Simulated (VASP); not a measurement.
Write the native input for VASP 6.6.1 that does the following.

```yaml
Task: electric field gradients
Functional: PBE
Potentials_or_basis: VASP PAW PBE potentials, release 64 (Al, N)
Cutoff: 520 eV
k_mesh: 10 × 10 × 10
Occupations: fermi-dirac, width 0.02 eV
Spin: no spin polarisation
Dipole_correction: no
Further_INCAR_settings: ALGO = Normal; EDIFF = 1e-08; NBANDS = 11
```

The structure of AlN lies in POSCAR:

```
AlN
1.0
    0.0000000000      2.0175600000      1.9780000000
    2.0175600000      0.0000000000      1.9780000000
    2.0175600000      2.0175600000      0.0000000000
Al N
1 1
Direct
    0.0000000000      0.0000000000      0.0000000000
    0.5000000000      0.5000000000      0.5000000000
```

This cell differs from its parent crystal: equal xx and yy strain of +2 %.

These files were run (other wordings do the same):

INCAR

```
SYSTEM = AlN
PREC = Accurate
ENCUT = 520
EDIFF = 1E-8
ISMEAR = -1
SIGMA = 0.02
LREAL = .FALSE.
LASPH = .TRUE.
NELM = 120
ALGO = Normal
ISIF = 2
LWAVE = .FALSE.
LCHARG = .FALSE.
GGA = PE
LEFG = .TRUE.
NBANDS = 11
GGA_COMPAT = .FALSE.
```

KPOINTS

```
Automatic mesh
0
G
  10 10 10
  0 0 0
```

Potentials or basis: VASP PAW PBE potentials, release 64 (Al, N).

Command:

```console
$ cat potpaw_PBE.64/Al/POTCAR potpaw_PBE.64/N/POTCAR > POTCAR
$ mpirun -np 1 vasp_std > vasp.out
```

It gave:

- Pressure: 12.6 GPa
- Band gap on the k mesh: 4.69 eV (least direct gap 6.00 eV)
- Largest electric field gradient by atom: Al -7.8; N -2.5 V/Å²

Caveat: the cell differs from its parent crystal (equal xx and yy strain of +2 %); the cell stands under pressure; without QUAD_EFG the Cq values of the log hold for a quadrupole moment of 1 mb, not for the nuclei.

Run time: 6.8 s on 1 thread of Intel(R) Xeon(R) 6975P-C (Granite Rapids) (shared host), peak memory 0.14 GiB.
